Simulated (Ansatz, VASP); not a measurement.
One calculation of Au, two programs

```xyz
4
Lattice="2.9428 0.0000 0.0000 -1.4714 2.5486 0.0000 0.0000 0.0000 9.8021" Properties=species:S:1:pos:R:3 pbc="T T T"
Au    0.0000    0.0000    9.8021
Au    0.0000    0.0000    4.9010
Au    0.0000    1.6990    2.4505
Au    1.4714    0.8495    7.3516
```

Alike in both runs: task single point; functional PBEsol; k mesh 14 × 14 × 4; occupations fermi-dirac, width 0.1 eV; no spin polarisation.

```csv
,VASP,Ansatz
version,VASP 6.6.1,Ansatz 0.2.0
potentials or method,"VASP PAW PBE potentials, release 64 (Au), cutoff 520 eV","plane waves (420 eV) with PAW, scalar-relativistic"
valence electrons in the cell,44,76
```

|  | VASP | Ansatz | Ansatz less VASP |
| --- | --- | --- | --- |
| pressure (GPa) | -10.8 | -10.6 | +0.20 |
| traceless stress, the component that is largest in VASP (GPa) | -0.12 | -0.11 | +0.014 |

VASP's potentials were made for PBE, not for PBEsol, and Ansatz warns of the same on its side. The functional is the same, so the differences come from potentials, cutoffs and numerics. VASP's potentials hold 44 valence electrons a cell and Ansatz's 76, so a difference there can come from the potentials and not from the codes.

Neither program's run includes spin-orbit coupling.
